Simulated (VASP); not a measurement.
Write the native input for VASP 6.6.1 that does the following.

```yaml
Task: single point
Functional: PBEsol
Potentials_or_basis: VASP PAW PBE potentials, release 64 (Al, N)
Cutoff: 520 eV
k_mesh: 9 × 9 × 6
Occupations: gaussian, width 0.05 eV
Spin: no spin polarisation
Dipole_correction: no
Further_INCAR_settings: ALGO = Normal; EDIFF = 1e-06; NBANDS = 16
```

The structure of AlN lies in POSCAR:

```
AlN
1.0
    3.4406748323      0.0000000000      0.0000000000
   -1.7203374162      2.9797118109      0.0000000000
    0.0000000000      0.0000000000      4.1793877188
Al N
2 2
Direct
    0.3333333333      0.6666666667      0.7500000000
    0.6666666667      0.3333333333      0.2500000000
    0.3333333333      0.6666666667      0.2500000000
    0.6666666667      0.3333333333      0.7500000000
```

This cell differs from its parent crystal: volume 10.712 Å^3 an atom, c/a of the conventional cell 1.2147.

One way to write it, as run:

INCAR

```
SYSTEM = AlN
ALGO = Normal ; EDIFF = 1E-6
ENCUT = 520 ; GGA = PS
ISIF = 2 ; ISMEAR = 0
LASPH = .True. ; LCHARG = .False.
LREAL = .False. ; LWAVE = .False.
NBANDS = 16 ; NELM = 60
PREC = Accurate ; SIGMA = 0.05
```

KPOINTS

```
k-points
0
Gamma
  9 9 6
  0 0 0
```

Potentials or basis: VASP PAW PBE potentials, release 64 (Al, N).

Launch:

```console
$ cat potpaw_PBE.64/Al/POTCAR potpaw_PBE.64/N/POTCAR > POTCAR
$ mpirun -np 1 vasp_std > vasp.out
```

Results of the run:

```json
{
  "Pressure": "-16.9 GPa",
  "Band gap on the k mesh": "2.78 eV, direct"
}
```

Caveat: the PAW data sets were made with another functional, which shifts forces and pressure a little.

Run time: 18 s on 1 thread of AMD EPYC 9R45 96-Core Processor (Zen 5) (shared host), peak memory 0.14 GiB.
